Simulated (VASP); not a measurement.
# Si2H7C2 in VASP: notebook

Si2H7C2 is run at these levels: PBE; tasks: single point.

Program: VASP 6.6.1. These are calculated values, not measurements. Logs are shortened: lines on timing, memory, paths and dates and some standing lists are left out, and cuts for length are marked.

### 1 The cell of the first run

The cell holds a wire or tube with vacuum around it, 22 atoms: a = 13.200 Å, b = 14.800 Å, c = 7.586 Å, α = 90.00°, β = 90.00°, γ = 90.00°.

### 2 Single point, PBE

Contents of INCAR:

```
PREC = Accurate
ENCUT = 520
EDIFF = 1E-6
ISMEAR = 0
SIGMA = 0.05
LREAL = Auto
LASPH = True
NELM = 80
ALGO = Normal
ISIF = 2
LWAVE = False
LCHARG = True
GGA = PE
LELF = True
LVHAR = True
NBANDS = 40
```

Contents of KPOINTS:

```
Automatic mesh
0
Gamma
  1 1 5
```

Contents of POSCAR:

```
Si2H7C2
1.0
   13.2000000000      0.0000000000      0.0000000000
    0.0000000000     14.8000000000      0.0000000000
    0.0000000000      0.0000000000      7.5859238507
Si C H
4 4 14
Direct
    0.5820129930      0.5000000000      0.0000000000
    0.4465569779      0.5000000000      0.3333333333
    0.5142849855      0.6046263663      0.6666666667
    0.5142849855      0.3953736337      0.6666666667
    0.5142849855      0.3953736337      0.4166666667
    0.5142849855      0.6046263663      0.4166666667
    0.4465569779      0.5000000000      0.0833333333
    0.5820129930      0.5000000000      0.7500000000
    0.6352245639      0.5822013450      0.0654721398
    0.6352245639      0.4177986550      0.0654721398
    0.4753584000      0.3352397638      0.3687709403
    0.5921381563      0.3953736337      0.3687709403
    0.3401338361      0.5000000000      0.3988054731
    0.4753584000      0.6647602362      0.3687709403
    0.5921381563      0.6046263663      0.3687709403
    0.4078618437      0.6046263663      0.7321388064
    0.5674965564      0.6868277113      0.7321388064
    0.4076303925      0.4398661302      0.0354376069
    0.4076303925      0.5601338698      0.0354376069
    0.4078618437      0.3953736337      0.7321388064
    0.5674965564      0.3131722887      0.7321388064
    0.6598661639      0.5000000000      0.7021042736
```

Potentials or basis: VASP PAW PBE potentials, release 64 (Si, C, H).

On the command line:

```
cat potpaw_PBE.64/Si/POTCAR potpaw_PBE.64/C/POTCAR potpaw_PBE.64/H/POTCAR > POTCAR
mpirun -np 1 vasp_std > vasp.out
```

OUTCAR:

```text
PREC = Accurate
   ENCUT = 520
   EDIFF = 1E-6
   ISMEAR = 0
   LREAL = Auto
   LASPH = True
   NELM = 80
   ISIF = 2
   GGA = PE

 ion  position               nearest neighbor table
   1  0.582  0.500  0.000-   9 1.49  10 1.49   8 1.90   7 1.90   3 3.10   4 3.10   2 3.10
   2  0.447  0.500  0.333-  13 1.49   7 1.90   5 1.90   6 1.90   1 3.10   3 3.10   4 3.10
   3  0.514  0.605  0.667-  16 1.49  17 1.49   8 1.90   6 1.90   4 3.10   1 3.10   2 3.10
   4  0.514  0.395  0.667-  20 1.49  21 1.49   8 1.90   5 1.90   3 3.10   1 3.10   2 3.10
   5  0.514  0.395  0.417-  12 1.09  11 1.09   4 1.90   2 1.90
   6  0.514  0.605  0.417-  15 1.09  14 1.09   3 1.90   2 1.90
   7  0.447  0.500  0.083-  18 1.09  19 1.09   2 1.90   1 1.90
   8  0.582  0.500  0.750-  22 1.09   4 1.90   3 1.90   1 1.90
   9  0.635  0.582  0.065-   1 1.49
  10  0.635  0.418  0.065-   1 1.49
  11  0.475  0.335  0.369-   5 1.09
  12  0.592  0.395  0.369-   5 1.09
  13  0.340  0.500  0.399-   2 1.49
  14  0.475  0.665  0.369-   6 1.09
  15  0.592  0.605  0.369-   6 1.09
  16  0.408  0.605  0.732-   3 1.49
  17  0.567  0.687  0.732-   3 1.49
  18  0.408  0.440  0.035-   7 1.09
  19  0.408  0.560  0.035-   7 1.09
  20  0.408  0.395  0.732-   4 1.49
  21  0.567  0.313  0.732-   4 1.49
  22  0.660  0.500  0.702-   8 1.09

  LATTYP: Found a simple orthorhombic cell.
 ALAT       =     7.5859238507
 B/A-ratio  =     1.7400649228
 C/A-ratio  =     1.9509818832

  Lattice vectors:

 A1 = (   0.0000000000,   0.0000000000,   7.5859238507)
 A2 = (  13.2000000000,   0.0000000000,   0.0000000000)
 A3 = (   0.0000000000,  14.8000000000,   0.0000000000)

Analysis of symmetry for initial positions (statically):
=====================================================================
 Subroutine PRICEL returns:
 Original cell was already a primitive cell.

 Routine SETGRP: Setting up the symmetry group for a
 simple orthorhombic supercell.

 Subroutine GETGRP returns: Found  2 space group operations
 (whereof  2 operations were pure point group operations)
 out of a pool of  8 trial point group operations.

The static configuration has the point symmetry C_1h.

Analysis of symmetry for dynamics (positions and initial velocities):
=====================================================================
 Subroutine PRICEL returns:
 Original cell was already a primitive cell.

[... 127 lines left out ...]
   EDIFFG = 0.1E-04   stopping-criterion for IOM
   NSW    =      0    number of steps for IOM
   IBRION =     -1    ionic relax: 0-MD 1-quasi-New 2-CG
   NFREE  =      0    steps in history (QN), initial steepest desc. (CG)
   ISIF   =      2    stress and relaxation
   ISYM   =      2    0-nonsym 1-usesym 2-fastsym
   POTIM  = 0.5000    time-step for ionic-motion
   TEBEG  =    0.0;   TEEND  =   0.0 temperature during run
   PSTRESS=    0.0 pullay stress
   NELECT =      46.0000    total number of electrons
   NUPDOWN=      -1.0000    fix difference up-down
   EMIN   =  10.00;   EMAX   =-10.00  energy-range for DOS
   EFERMI =   0.00;   METHOD = LEGACY
   ISMEAR =     0;   SIGMA  =   0.05  broadening in eV -4-tet -1-fermi 0-gaus
   EFERMI_NEDOS =   21; number of points for ismear=-14 and -15
   IALGO  =     38    algorithm
   IMIX   =      4    mixing-type and parameters
     AMIX     =   0.40;   BMIX     =  1.00
     AMIX_MAG =   1.60;   BMIX_MAG =  1.00
  volume/ion in A,a.u.               =      67.36       454.59
  Fermi-wavevector in a.u.,A,eV,Ry     =   0.514493  0.972251  3.601502  0.264703
  Thomas-Fermi vector in A             =   1.529479
   LORBIT       =      0    0 simple, 1 ext, 2 COOP (PROOUT), +10 PAW based schemes
   GGA     = PE    functional components
   LHFCALC =     F    Hartree Fock is set to
   AEXX    =    0.0000 exact exchange contribution
   IVDW    =     0    specifies the selected vdW correction
   LEPSILON=     F    determine dielectric tensor
   LRPA    =     F    only Hartree local field effects (RPA)
 non-spin polarized calculation
 Gauss-broadening in eV      SIGMA  =   0.05
  energy-cutoff  :      520.00
  volume of cell :     1481.99
 maximum number of plane-waves:     39946
 NGX is ok and might be reduce to    98
   NGX = 49   NGY = 55   NGZ = 29

 number of electron      45.9999997 magnetization

 Free energy of the ion-electron system (eV)
  ---------------------------------------------------
  ext. energy  EPLUGINS =         0.00000000
  ---------------------------------------------------
  free energy    TOTEN  =      -108.42362066 eV

  energy without entropy =     -108.42362066  energy(sigma->0) =     -108.42362066

 E-fermi :  -5.3092     XC(G=0):  -1.7543

 val. band max:       -5.5467989866   @ k =   0.0000   0.0000   0.0000
 cond. band min:      -0.0128179905   @ k =   0.0000   0.0000   0.4000
 fundamental gap:      5.5339809961
 Fermi energy:        -5.3091545390

 k-point     1 :       0.0000    0.0000    0.0000
  band No.  band energies     occupation
      1     -17.2771      2.00000
      2     -15.9743      2.00000
      3     -15.9704      2.00000
      4     -15.9504      2.00000
      5     -11.8329      2.00000
      6     -11.6379      2.00000
[... 103 lines left out ...]
     34       1.5293      0.00000
     35       1.6360      0.00000
 [bands above 35 left out]

------------------------ aborting loop because EDIFF is reached ----------------------------------------

  FORCE on cell =-STRESS in cart. coord.  units (eV):
  Direction    XX          YY          ZZ          XY          YZ          ZX
  --------------------------------------------------------------------------------------
  -------------------------------------------------------------------------------------
  Total        0.4389381      0.8170792      1.6514044      0.0000000      0.0000000     -0.0865504
  in kB        0.4745366      0.8833456      1.7853357      0.0000000      0.0000000     -0.0935697
  external PRESSURE =       1.0477393 kB  Pullay stress =       0.0000000 kB

 VOLUME and BASIS-vectors are now :
 -----------------------------------------------------------------------------
  energy-cutoff  :      520.00
  volume of cell :     1481.99
      direct lattice vectors                 reciprocal lattice vectors
    13.200000000  0.000000000  0.000000000     0.075757576  0.000000000  0.000000000
     0.000000000 14.800000000  0.000000000     0.000000000  0.067567568  0.000000000
     0.000000000  0.000000000  7.585923851     0.000000000  0.000000000  0.131823100

 POSITION                                       TOTAL-FORCE (eV/Angst)
 -----------------------------------------------------------------------------------
      7.68257      7.40000      0.00000        -0.468985      0.000000     -0.513867
      5.89455      7.40000      2.52864         0.354235      0.000000     -0.516832
      6.78856      8.94847      5.05728         0.463572     -0.131237     -0.485292
      6.78856      5.85153      5.05728         0.463572      0.131237     -0.485292
      6.78856      5.85153      3.16080        -0.536353      0.578862      0.665541
      6.78856      8.94847      3.16080        -0.536353     -0.578862      0.665541
[... 14 lines left out ...]
      7.49095      4.63495      5.55395        -0.011690     -0.148436      0.154444
      8.71023      7.40000      5.32611         0.378056      0.000000     -0.173858
 -----------------------------------------------------------------------------------
    total drift:                               -0.014069     -0.000000     -0.009968

  FREE ENERGIE OF THE ION-ELECTRON SYSTEM (eV)
  ---------------------------------------------------
  free  energy   TOTEN  =      -108.4236206641 eV

  energy  without entropy=     -108.4236206641  energy(sigma->0) =     -108.42362066
```

Wall time 17 min (1 thread of Intel Xeon 8259CL, shared host); peak memory 1.2 GiB.

Results:

```yaml
Free_energy: -108.4236 eV
Largest_force: 1.032 eV/Å
Band_gap_on_the_k_mesh: 5.53 eV (least direct gap 5.55 eV)
```

Forces on the atoms (eV/Å):
```
Si  -0.469  0.000 -0.514
Si   0.354  0.000 -0.517
Si   0.464 -0.131 -0.485
Si   0.464  0.131 -0.485
C   -0.536  0.579  0.666
C   -0.536 -0.579  0.666
C    0.736  0.000  0.642
C   -0.831  0.000  0.447
H    0.125  0.041  0.067
H    0.125 -0.041  0.067
H   -0.080 -0.311 -0.172
H    0.283 -0.088 -0.113
H   -0.123  0.000  0.129
H   -0.080  0.311 -0.172
H    0.283  0.088 -0.113
H   -0.065  0.048  0.028
H   -0.012  0.148  0.154
H   -0.203 -0.203 -0.152
H   -0.203  0.203 -0.152
H   -0.065 -0.048  0.028
H   -0.012 -0.148  0.154
H    0.378  0.000 -0.174
```

### 3 Single point, PBE

This run uses another cell than the first one.

Contents of INCAR:

```
  PREC = Accurate
  ENCUT = 520
  EDIFF = 1E-7
  ISMEAR = 0
  SIGMA = 0.05
  LREAL = Auto
  LASPH = T
  NELM = 80
  ALGO = Normal
  ISIF = 2
  LWAVE = F
  LCHARG = T
  GGA = PE
  LELF = T
  LVHAR = T
  NBANDS = 40
```

KPOINTS is that of step 2.

Contents of POSCAR:

```
Si2H7C2
1.0
   13.2000000000      0.0000000000      0.0000000000
    0.0000000000     14.8000000000      0.0000000000
    0.0000000000      0.0000000000      7.8846215909
Si C H
4 4 14
Direct
    0.5809542090      0.5000000000     -0.0100732186
    0.4496458367      0.5000000000      0.3325861981
    0.5139434163      0.6058382172      0.6623217011
    0.5139434163      0.3941617828      0.6623217011
    0.5122452140      0.3962168324      0.4236850519
    0.5122452140      0.6037831676      0.4236850519
    0.4525904037      0.5000000000      0.0934527098
    0.5738804089      0.5000000000      0.7508504284
    0.6394483983      0.5814101445      0.0470808458
    0.6394483983      0.4185898555      0.0470808458
    0.4729930403      0.3353259636      0.3774220564
    0.5907927408      0.3920780052      0.3768433383
    0.3409539676      0.5000000000      0.3889020601
    0.4729930403      0.6646740364      0.3774220564
    0.5907927408      0.6079219948      0.3768433383
    0.4073244048      0.6128396540      0.7262684276
    0.5701588674      0.6870558878      0.7263309832
    0.4101844436      0.4404354738      0.0486392704
    0.4101844436      0.5595645262      0.0486392704
    0.4073244048      0.3871603460      0.7262684276
    0.5701588674      0.3129441122      0.7263309832
    0.6534938325      0.5000000000      0.7068000332
```

Potentials or basis: VASP PAW PBE potentials, release 64 (Si, C, H).

On the command line:

```
cat potpaw_PBE.64/Si/POTCAR potpaw_PBE.64/C/POTCAR potpaw_PBE.64/H/POTCAR > POTCAR
mpirun -np 1 vasp_std > vasp.out
```

OUTCAR:

```text
PREC = Accurate
   ENCUT = 520
   EDIFF = 1E-7
   ISMEAR = 0
   LREAL = Auto
   LASPH = T
   NELM = 80
   ISIF = 2
   GGA = PE

 ion  position               nearest neighbor table
   1  0.581  0.500  0.990-   9 1.50  10 1.50   7 1.88   8 1.89   3 3.15   4 3.15
   2  0.450  0.500  0.333-  13 1.50   7 1.89   5 1.89   6 1.89
   3  0.514  0.606  0.662-  16 1.50  17 1.50   6 1.88   8 1.89   4 3.13   1 3.15
   4  0.514  0.394  0.662-  20 1.50  21 1.50   5 1.88   8 1.89   3 3.13   1 3.15
   5  0.512  0.396  0.424-  11 1.10  12 1.10   4 1.88   2 1.89
   6  0.512  0.604  0.424-  14 1.10  15 1.10   3 1.88   2 1.89
   7  0.453  0.500  0.093-  18 1.10  19 1.10   1 1.88   2 1.89
   8  0.574  0.500  0.751-  22 1.11   1 1.89   4 1.89   3 1.89
   9  0.639  0.581  0.047-   1 1.50
  10  0.639  0.419  0.047-   1 1.50
  11  0.473  0.335  0.377-   5 1.10
  12  0.591  0.392  0.377-   5 1.10
  13  0.341  0.500  0.389-   2 1.50
  14  0.473  0.665  0.377-   6 1.10
  15  0.591  0.608  0.377-   6 1.10
  16  0.407  0.613  0.726-   3 1.50
  17  0.570  0.687  0.726-   3 1.50
  18  0.410  0.440  0.049-   7 1.10
  19  0.410  0.560  0.049-   7 1.10
  20  0.407  0.387  0.726-   4 1.50
  21  0.570  0.313  0.726-   4 1.50
[... 215 lines left out ...]
      1     -17.3347      2.00000
      2     -16.1197      2.00000
      3     -16.1012      2.00000
      4     -16.0692      2.00000
      5     -11.7886      2.00000
      6     -11.7052      2.00000
[... 103 lines left out ...]
     34       1.4626      0.00000
     35       1.5844      0.00000
 [bands above 35 left out]

------------------------ aborting loop because EDIFF is reached ----------------------------------------

  FORCE on cell =-STRESS in cart. coord.  units (eV):
  Direction    XX          YY          ZZ          XY          YZ          ZX
  --------------------------------------------------------------------------------------
  -------------------------------------------------------------------------------------
  Total       -0.2089717     -0.1583009      0.0676258      0.0000000      0.0000000      0.0068204
  in kB       -0.2173609     -0.1646559      0.0703406      0.0000000      0.0000000      0.0070942
  external PRESSURE =      -0.1038921 kB  Pullay stress =       0.0000000 kB

 VOLUME and BASIS-vectors are now :
 -----------------------------------------------------------------------------
  energy-cutoff  :      520.00
  volume of cell :     1540.34
      direct lattice vectors                 reciprocal lattice vectors
    13.200000000  0.000000000  0.000000000     0.075757576  0.000000000  0.000000000
     0.000000000 14.800000000  0.000000000     0.000000000  0.067567568  0.000000000
     0.000000000  0.000000000  7.884621591     0.000000000  0.000000000  0.126829168

 POSITION                                       TOTAL-FORCE (eV/Angst)
 -----------------------------------------------------------------------------------
      7.66860      7.40000      7.80520         0.011201      0.000000      0.005407
      5.93533      7.40000      2.62232        -0.017852      0.000000      0.010350
      6.78405      8.96641      5.22216        -0.010256      0.004220      0.007531
      6.78405      5.83359      5.22216        -0.010256     -0.004220      0.007531
      6.76164      5.86401      3.34060        -0.008936      0.009643      0.011451
      6.76164      8.93599      3.34060        -0.008936     -0.009643      0.011451
[... 14 lines left out ...]
      7.52610      4.63157      5.72684        -0.006667      0.011343     -0.006348
      8.62612      7.40000      5.57285         0.023372      0.000000     -0.008628
 -----------------------------------------------------------------------------------
    total drift:                                0.010064      0.000000     -0.001912

  FREE ENERGIE OF THE ION-ELECTRON SYSTEM (eV)
  ---------------------------------------------------
  free  energy   TOTEN  =      -108.5923522642 eV

  energy  without entropy=     -108.5923522642  energy(sigma->0) =     -108.59235226
```

OSZICAR:

```text
N       E                     dE             d eps       ncg     rms          rms(c)
DAV:   1     0.269092457319E+03    0.26909E+03   -0.12668E+04   264   0.726E+02
DAV:   2    -0.425070372235E+02   -0.31160E+03   -0.29347E+03   368   0.149E+02
DAV:   3    -0.116241345511E+03   -0.73734E+02   -0.73265E+02   328   0.753E+01
[... 20 lines left out ...]
DAV:  24    -0.108592349200E+03   -0.33497E-05   -0.17328E-07   304   0.113E-03    0.267E-04
DAV:  25    -0.108592351262E+03   -0.20621E-05   -0.84425E-08   264   0.766E-04    0.136E-04
DAV:  26    -0.108592351859E+03   -0.59712E-06   -0.22812E-08   288   0.382E-04    0.777E-05
DAV:  27    -0.108592352186E+03   -0.32667E-06   -0.89668E-09   256   0.270E-04    0.244E-05
DAV:  28    -0.108592352264E+03   -0.78428E-07   -0.14447E-09   272   0.136E-04
   1 F= -.10859235E+03 E0= -.10859235E+03  d E =-.131479E-12
```

stdout:

```text
POSCAR found type information on POSCAR SiC H
 POSCAR found :  3 types and      22 ions
 scaLAPACK will be used
 LDA part: xc-table for (Slater+PW92), standard interpolation
 POSCAR, INCAR and KPOINTS ok, starting setup
 FFT: planning ... GRIDC
 FFT: planning ... GRID_SOFT
 FFT: planning ... GRID
 WAVECAR not read
 entering main loop
```

It took 19 min on 1 thread of Intel Xeon 8259CL, shared host; peak memory 1.2 GiB.

What came out:

| Property | Result |
| --- | --- |
| Free energy | -108.5924 eV |
| Largest force | 0.033 eV/Å |
| Band gap on the k mesh | 5.71 eV (least direct gap 5.81 eV) |

Forces in eV/Å, atoms in the order of the input:
```
Si   0.011  0.000  0.005
Si  -0.018  0.000  0.010
Si  -0.010  0.004  0.008
Si  -0.010 -0.004  0.008
C   -0.009  0.010  0.011
C   -0.009 -0.010  0.011
C    0.032  0.000  0.006
C   -0.022  0.000  0.024
H   -0.010 -0.012 -0.005
H   -0.010  0.012 -0.005
H   -0.008 -0.020 -0.008
H    0.021 -0.001 -0.005
H    0.019  0.000 -0.004
H   -0.008  0.020 -0.008
H    0.021  0.001 -0.005
H    0.012  0.000 -0.004
H   -0.007 -0.011 -0.006
H   -0.013 -0.020 -0.007
H   -0.013  0.020 -0.007
H    0.012  0.000 -0.004
H   -0.007  0.011 -0.006
H    0.023  0.000 -0.009
```
